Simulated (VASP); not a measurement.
# CoW3 (Pm-3m) in VASP: notebook

CoW3 is run at these levels: PBE; tasks: single point.

All numbers are computed with VASP 6.6.1; they aren't measurements. Logs are shortened: lines on timing, memory, paths and dates and some standing lists are left out, and cuts for length are marked.

### Step 1. The cell of the first run

It takes space group Pm-3m (No. 221, cubic). Conventional cell: a = 3.907 Å, b = 3.907 Å, c = 3.907 Å, α = 90.00°, β = 90.00°, γ = 90.00°. Co (site symmetry m-3m) has 12 W at 2.76 Å within 3.6 Å. W (site symmetry 4/mmm) has 4 Co at 2.76 Å and 8 W at 2.76 Å within 3.6 Å.

### Step 2. Single point, PBE, collinear spin, ferromagnetic start

Input file INCAR:

```
PREC     = Accurate       # precision mode
ENCUT    = 520            # plane-wave cutoff, eV
EDIFF    = 1E-6           # SCF threshold, eV
ISMEAR   = -1             # smearing method
SIGMA    = 0.1            # smearing width, eV
LREAL    = False          # projectors in reciprocal space
LASPH    = True           # aspherical terms in the spheres
NELM     = 150            # most SCF steps
ALGO     = Normal         # electronic algorithm
ISIF     = 2              # what is computed and relaxed
LWAVE    = False          # write WAVECAR
LCHARG   = False          # write CHGCAR
ISPIN    = 2              # spin polarisation
MAGMOM   = 2.5 0 0 0      # initial moments
LORBIT   = 11             # projections on sites
LMAXMIX  = 4              # l up to which the mixer works
GGA      = PE             # functional
NBANDS   = 38             # bands
```

Input file KPOINTS:

```
regular mesh
0
Gamma
  6 6 6
```

Input file POSCAR:

```
CoW3
1.0
    3.9073510000      0.0000000000      0.0000000000
    0.0000000000      3.9073510000      0.0000000000
    0.0000000000      0.0000000000      3.9073510000
Co W
1 3
Direct
    0.0000000000      0.0000000000      0.0000000000
    0.0000000000      0.5000000000      0.5000000000
    0.5000000000      0.0000000000      0.5000000000
    0.5000000000      0.5000000000      0.0000000000
```

Potentials or basis: VASP PAW PBE potentials, release 64 (Co, W_sv).

Run with:

```
$ cat potpaw_PBE.64/Co/POTCAR potpaw_PBE.64/W_sv/POTCAR > POTCAR
$ mpirun -np 1 vasp_std > vasp.out
```

OUTCAR:

```text
PREC = Accurate
   ENCUT = 520
   EDIFF = 1E-6
   ISMEAR = -1
   LREAL = False
   LASPH = True
   NELM = 150
   ISIF = 2
   ISPIN = 2
   LORBIT = 11
   GGA = PE

 ion  position               nearest neighbor table
   1  0.000  0.000  0.000-   2 2.76   3 2.76   4 2.76   2 2.76   3 2.76   2 2.76   4 2.76   2 2.76
                             3 2.76   4 2.76   3 2.76   4 2.76
   2  0.000  0.500  0.500-   1 2.76   3 2.76   4 2.76   1 2.76   4 2.76   1 2.76   3 2.76   1 2.76
                             3 2.76   4 2.76   4 2.76   3 2.76
   3  0.500  0.000  0.500-   1 2.76   2 2.76   4 2.76   1 2.76   4 2.76   2 2.76   4 2.76   4 2.76
                             1 2.76   2 2.76   1 2.76   2 2.76
   4  0.500  0.500  0.000-   1 2.76   2 2.76   3 2.76   2 2.76   3 2.76   1 2.76   3 2.76   3 2.76
                             1 2.76   2 2.76   2 2.76   1 2.76

  LATTYP: Found a simple cubic cell.
 ALAT       =     3.9073510000

  Lattice vectors:

 A1 = (   3.9073510000,   0.0000000000,   0.0000000000)
 A2 = (   0.0000000000,   3.9073510000,   0.0000000000)
 A3 = (   0.0000000000,   0.0000000000,   3.9073510000)

Analysis of symmetry for initial positions (statically):
=====================================================================
 Subroutine PRICEL returns:
 Original cell was already a primitive cell.

 Routine SETGRP: Setting up the symmetry group for a
 simple cubic supercell.

 Subroutine GETGRP returns: Found 48 space group operations
 (whereof 48 operations were pure point group operations)
 out of a pool of 48 trial point group operations.

The static configuration has the point symmetry O_h .

Analysis of symmetry for dynamics (positions and initial velocities):
=====================================================================
 Subroutine PRICEL returns:
 Original cell was already a primitive cell.

 Routine SETGRP: Setting up the symmetry group for a
 simple cubic supercell.

 Subroutine GETGRP returns: Found 48 space group operations
 (whereof 48 operations were pure point group operations)
 out of a pool of 48 trial point group operations.

The dynamic configuration has the point symmetry O_h .

Analysis of structural, dynamic, and magnetic symmetry:
=====================================================================
 Subroutine PRICEL returns:
 Original cell was already a primitive cell.

 Routine SETGRP: Setting up the symmetry group for a
 simple cubic supercell.

 Subroutine GETGRP returns: Found 48 space group operations
 (whereof 48 operations were pure point group operations)
 out of a pool of 48 trial point group operations.

The overall configuration has the point symmetry O_h .

 Subroutine INISYM returns: Found 48 space group operations
 (whereof 48 operations are pure point group operations),
 and found     1 'primitive' translations

----------------------------------------------------------------------------------------

                                     Primitive cell

  volume of cell :      59.6551

  direct lattice vectors                    reciprocal lattice vectors
     3.907351000  0.000000000  0.000000000     0.255927865  0.000000000  0.000000000
     0.000000000  3.907351000  0.000000000     0.000000000  0.255927865  0.000000000
     0.000000000  0.000000000  3.907351000     0.000000000  0.000000000  0.255927865

  length of vectors
     3.907351000  3.907351000  3.907351000     0.255927865  0.255927865  0.255927865

  position of ions in fractional coordinates (direct lattice)
     0.000000000  0.000000000  0.000000000
     0.000000000  0.500000000  0.500000000
     0.500000000  0.000000000  0.500000000
     0.500000000  0.500000000  0.000000000

  ion indices of the primitive-cell ions
   primitive index   ion index
                 1           1
                 2           2
                 3           3
                 4           4

----------------------------------------------------------------------------------------

 KPOINTS: regular mesh

Automatic generation of k-mesh.
 Grid dimensions read from file:
 generate k-points for:    6    6    6

 Generating k-lattice:

  Cartesian coordinates                     Fractional coordinates (reciprocal lattice)
     0.042654644  0.000000000  0.000000000     0.166666667  0.000000000  0.000000000
     0.000000000  0.042654644  0.000000000     0.000000000  0.166666667  0.000000000
     0.000000000  0.000000000  0.042654644     0.000000000  0.000000000  0.166666667

  Length of vectors
     0.042654644  0.042654644  0.042654644

  Shift w.r.t. Gamma in fractional coordinates (k-lattice)
     0.000000000  0.000000000  0.000000000

 Subroutine IBZKPT returns following result:
 ===========================================

 Found     20 irreducible k-points:

 Following reciprocal coordinates:
            Coordinates               Weight
  0.000000  0.000000  0.000000      1.000000
  0.166667  0.000000  0.000000      6.000000
  0.333333  0.000000  0.000000      6.000000
  0.500000  0.000000  0.000000      3.000000
  0.166667  0.166667  0.000000     12.000000
  0.333333  0.166667  0.000000     24.000000
[... 12 lines left out ...]
  0.500000  0.500000  0.333333      6.000000
  0.500000  0.500000  0.500000      1.000000
   k-points           NKPTS =     20   k-points in BZ     NKDIM =     20   number of bands    NBANDS=     38
   number of dos      NEDOS =    301   number of ions     NIONS =      4
   total plane-waves  NPLWV =  27000
   dimension x,y,z NGX =    30 NGY =   30 NGZ =   30
   dimension x,y,z NGXF=    60 NGYF=   60 NGZF=   60
   ions per type =               1   3
   NGX,Y,Z   is equivalent  to a cutoff of  12.76, 12.76, 12.76 a.u.
   NGXF,Y,Z  is equivalent  to a cutoff of  25.53, 25.53, 25.53 a.u.
 SYSTEM =  unknown system
   PREC   = accura    normal or accurate (medium, high low for compatibility)
   ISTART =      0    job   : 0-new  1-cont  2-samecut
   ICHARG =      2    charge: 1-file 2-atom 10-const
   ISPIN  =      2    spin polarized calculation?
   LNONCOLLINEAR =      F non collinear calculations
   LSORBIT =      F    spin-orbit coupling
   LASPH  =      T    aspherical Exc in radial PAW
   ENCUT  =  520.0 eV  38.22 Ry    6.18 a.u.   7.27  7.27  7.27*2*pi/ulx,y,z
   NELM   =    150;   NELMIN=  2; NELMDL= -5     # of ELM steps
   EDIFF  = 0.1E-05   stopping-criterion for ELM
   LREAL  =      F    real-space projection
   EDIFFG = 0.1E-04   stopping-criterion for IOM
   NSW    =      0    number of steps for IOM
   IBRION =     -1    ionic relax: 0-MD 1-quasi-New 2-CG
   NFREE  =      0    steps in history (QN), initial steepest desc. (CG)
   ISIF   =      2    stress and relaxation
   ISYM   =      2    0-nonsym 1-usesym 2-fastsym
   POTIM  = 0.5000    time-step for ionic-motion
   TEBEG  =    0.0;   TEEND  =   0.0 temperature during run
   PSTRESS=    0.0 pullay stress
   NELECT =      51.0000    total number of electrons
   NUPDOWN=      -1.0000    fix difference up-down
   EMIN   =  10.00;   EMAX   =-10.00  energy-range for DOS
   EFERMI =   0.00;   METHOD = LEGACY
   ISMEAR =    -1;   SIGMA  =   0.10  broadening in eV -4-tet -1-fermi 0-gaus
   EFERMI_NEDOS =   21; number of points for ismear=-14 and -15
   IALGO  =     38    algorithm
   IMIX   =      4    mixing-type and parameters
     AMIX     =   0.40;   BMIX     =  1.00
     AMIX_MAG =   1.60;   BMIX_MAG =  1.00
  volume/ion in A,a.u.               =      14.91       100.64
  Fermi-wavevector in a.u.,A,eV,Ry     =   1.553755  2.936171 32.846556  2.414154
  Thomas-Fermi vector in A             =   2.657940
   LORBIT       =     11    0 simple, 1 ext, 2 COOP (PROOUT), +10 PAW based schemes
   GGA     = PE    functional components
   LHFCALC =     F    Hartree Fock is set to
   AEXX    =    0.0000 exact exchange contribution
   IVDW    =     0    specifies the selected vdW correction
   LEPSILON=     F    determine dielectric tensor
   LRPA    =     F    only Hartree local field effects (RPA)
 spin polarized calculation
  energy-cutoff  :      520.00
  volume of cell :       59.66
 maximum number of plane-waves:      1640
 NGX is ok and might be reduce to    30
   NGX = 15   NGY = 15   NGZ = 15

 number of electron      51.0000007 magnetization       0.1470213

 Free energy of the ion-electron system (eV)
  ---------------------------------------------------
  ext. energy  EPLUGINS =         0.00000000
  ---------------------------------------------------
  free energy    TOTEN  =       -44.91984086 eV

  energy without entropy =      -44.76523111  energy(sigma->0) =      -44.84253598

 E-fermi :  10.4507     XC(G=0): -13.4640

 val. band max:       10.4346290332   @ k =   0.1667   0.1667   0.0000
 cond. band min:      10.4526610095   @ k =   0.1667   0.0000   0.0000
 fundamental gap:      0.0180319763
 Fermi energy:        10.4507333428

 spin component 1

 k-point     1 :       0.0000    0.0000    0.0000
  band No.  band energies     occupation
      1     -63.2454      1.00000
      2     -63.0859      1.00000
      3     -63.0859      1.00000
      4     -27.9147      1.00000
      5     -27.9147      1.00000
      6     -27.9147      1.00000
[... 789 lines left out ...]
     36      16.1419      0.00000
     37      20.3573      0.00000
 Fermi energy:        10.4507333428

 spin component 2

 k-point     1 :       0.0000    0.0000    0.0000
  band No.  band energies     occupation
      1     -63.2435      1.00000
      2     -63.0841      1.00000
      3     -63.0841      1.00000
      4     -27.9122      1.00000
      5     -27.9122      1.00000
      6     -27.9122      1.00000
[... 789 lines left out ...]
     36      16.1485      0.00000
     37      20.3836      0.00000
 [bands above 37 left out]

------------------------ aborting loop because EDIFF is reached ----------------------------------------

  FORCE on cell =-STRESS in cart. coord.  units (eV):
  Direction    XX          YY          ZZ          XY          YZ          ZX
  --------------------------------------------------------------------------------------
  -------------------------------------------------------------------------------------
  Total       -0.4136678     -0.4136678     -0.4136678      0.0000000      0.0000000      0.0000000
  in kB      -11.1100253    -11.1100253    -11.1100253      0.0000000      0.0000000      0.0000000
  external PRESSURE =     -11.1100253 kB  Pullay stress =       0.0000000 kB

 VOLUME and BASIS-vectors are now :
 -----------------------------------------------------------------------------
  energy-cutoff  :      520.00
  volume of cell :       59.66
      direct lattice vectors                 reciprocal lattice vectors
     3.907351000  0.000000000  0.000000000     0.255927865  0.000000000  0.000000000
     0.000000000  3.907351000  0.000000000     0.000000000  0.255927865  0.000000000
     0.000000000  0.000000000  3.907351000     0.000000000  0.000000000  0.255927865

 POSITION                                       TOTAL-FORCE (eV/Angst)
 -----------------------------------------------------------------------------------
      0.00000      0.00000      0.00000         0.000000      0.000000      0.000000
      0.00000      1.95368      1.95368         0.000000      0.000000      0.000000
      1.95368      0.00000      1.95368         0.000000      0.000000      0.000000
      1.95368      1.95368      0.00000         0.000000      0.000000      0.000000
 -----------------------------------------------------------------------------------
    total drift:                                0.000000      0.000000     -0.000000

  FREE ENERGIE OF THE ION-ELECTRON SYSTEM (eV)
  ---------------------------------------------------
  free  energy   TOTEN  =       -44.9198408558 eV

  energy  without entropy=      -44.7652311080  energy(sigma->0) =      -44.84253598

 total charge

# of ion       s       p       d       tot
------------------------------------------
    1        0.462   0.547   7.280   8.289
    2        2.416   6.303   3.355  12.073
    3        2.416   6.303   3.355  12.073
    4        2.416   6.303   3.355  12.073
--------------------------------------------------
tot          7.710  19.455  17.345  44.510

 magnetization (x)

# of ion       s       p       d       tot
------------------------------------------
    1        0.001   0.002   0.132   0.135
    2       -0.000  -0.001   0.004   0.004
    3       -0.000  -0.001   0.004   0.004
    4       -0.000  -0.001   0.004   0.004
--------------------------------------------------
tot          0.001   0.000   0.145   0.146
```

It took 91 s on 1 thread of AMD EPYC 9R45 (Zen 5), shared host; peak memory 0.2 GiB.

Results:

```
Free energy                                           : -44.9198 eV
Pressure                                              : -1.1 GPa
Net moment                                            : 0.15 μB per cell
Site moments                                          : Co +0.14; W +0.00 μB
Valence electrons inside the program's atomic spheres : Co 8.29; W 12.07
```

Caveat: spin-orbit coupling is left out, which moves the levels of the heavy elements.

### Step 3. Single point, PBE, collinear spin, ferromagnetic start

This run uses another cell than the first one, of 15.51 Å³/atom.

Input file INCAR:

```
SYSTEM = CoW3
ALGO = Normal
EDIFF = 1E-7
ENCUT = 520
GGA = PE
ISIF = 2
ISMEAR = -1
ISPIN = 2
LASPH = .True.
LCHARG = .False.
LMAXMIX = 4
LORBIT = 11
LREAL = .False.
LWAVE = .False.
MAGMOM = 2.5 0 0 0
NBANDS = 38
NELM = 150
PREC = Accurate
SIGMA = 0.1
```

Input file KPOINTS:

```
k-points
0
Gamma
  6 6 6
  0 0 0
```

Input file POSCAR:

```
CoW3
1.0
    3.9587694097      0.0000000000      0.0000000000
    0.0000000000      3.9587694097      0.0000000000
    0.0000000000      0.0000000000      3.9587694097
Co W
1 3
Direct
    0.0000000000      0.0000000000      0.0000000000
    0.0000000000      0.5000000000      0.5000000000
    0.5000000000      0.0000000000      0.5000000000
    0.5000000000      0.5000000000      0.0000000000
```

Potentials or basis: VASP PAW PBE potentials, release 64 (Co, W_sv).

Run with:

```
$ cat potpaw_PBE.64/Co/POTCAR potpaw_PBE.64/W_sv/POTCAR > POTCAR
$ mpirun -np 1 vasp_std > vasp.out
```

It took 91 s on 1 thread of AMD EPYC 9R45 (Zen 5), shared host; peak memory 0.2 GiB.

The run converged. Its results:

| Item | Value |
| --- | --- |
| Free energy | -44.8296 eV |
| Pressure | -10.8 GPa |
| Net moment | 0.41 μB per cell |
| Site moments | Co +0.38; W +0.01 μB |
| Valence electrons inside the program's atomic spheres | Co 8.21; W 11.99 |

Levels at points of the mesh, in eV from the Fermi level:
Spin up:
```csv
k point,band 21,band 22,band 23,band 24,band 25,band 26,band 27,band 28,band 29,band 30
"(0.00, 0.00, 0.00)",-1.09,-1.09,0.15,0.15,2.66,2.66,2.66,2.84,2.84,2.84
"(0.50, 0.00, 0.00)",-1.92,-1.92,-1.18,0.06,0.14,0.14,0.64,0.74,1.74,1.75
"(0.50, 0.50, 0.00)",-1.92,-1.87,-1.87,-1.86,-1.13,0.46,0.46,0.99,0.99,1.04
"(0.50, 0.50, 0.50)",-1.26,-0.75,-0.75,-0.75,0.39,0.39,0.39,0.94,2.27,2.27
```
Spin down:
```
           k point  band 22  band 23  band 24  band 25  band 26  band 27  band 28  band 29
(0.00, 0.00, 0.00)    -0.91     0.54     0.54     2.74     2.74     2.74     2.85     2.85
(0.50, 0.00, 0.00)    -1.75    -0.76     0.08     0.27     0.27     0.68     1.05     1.75
(0.50, 0.50, 0.00)    -1.79    -1.79    -1.48    -0.65     0.59     0.59     1.00     1.00
(0.50, 0.50, 0.50)    -0.73    -0.73    -0.73     0.40     0.40     0.40     0.94     2.37
```

Caveat: the cell stands under tension; spin-orbit coupling is left out, which moves the levels of the heavy elements.

(Part 1 of 2 ends here.)
